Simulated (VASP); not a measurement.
Runs of VASP 6.6.1 on Y. It takes space group Fm-3m (No. 225, cubic). The conventional cell has a = 5.104 Å, b = 5.104 Å, c = 5.104 Å, α = 90.00°, β = 90.00°, γ = 90.00°. Within 4.7 Å of Y (site symmetry m-3m) lie 12 Y at 3.61 Å. 

```tsv
task	level	potentials or basis	spin	U	cell	k mesh	cutoff (eV)	gap on the mesh (eV)	pressure (GPa)
single point	PBE	VASP PAW PBE potentials, release 64 (Y_sv)	non-collinear, zero start, SOC	-	as given	7 × 7 × 7	520	-	-1.1
single point	LDA+U	VASP PAW LDA potentials, release 64 (Y_sv)	off	Y d U = 8.0 eV	as given	9 × 9 × 9	520	none	(a)
single point	LDA+U	VASP PAW LDA potentials, release 64 (Y_sv)	off	Y d U = 2.0 eV	as given	9 × 9 × 9	520	none	-0.9
relaxation of cell and atoms	RPBE	VASP PAW PBE potentials, release 64 (Y_sv)	off	-	relaxed	9 × 9 × 9	600	none	-0.1
single point	PBE	VASP PAW PBE potentials, release 64 (Y_sv)	off	-	as given	9 × 9 × 9	520	none	-0.9
```

Alike in all rows: smearing fermi-dirac 0.05 eV.

Fill in the values left out.

(a) 10.9.

Caveats: U without spin polarisation on a metal has little footing (some runs); the U is typed as a test and isn't derived for this compound (some runs); the PAW data sets were made with another functional, which shifts forces and pressure a little (some runs).

A k mesh can miss the band edges, and rows without SOC leave out spin-orbit coupling on Y.

A gap of «none» marks levels without a gap at the run's occupations.
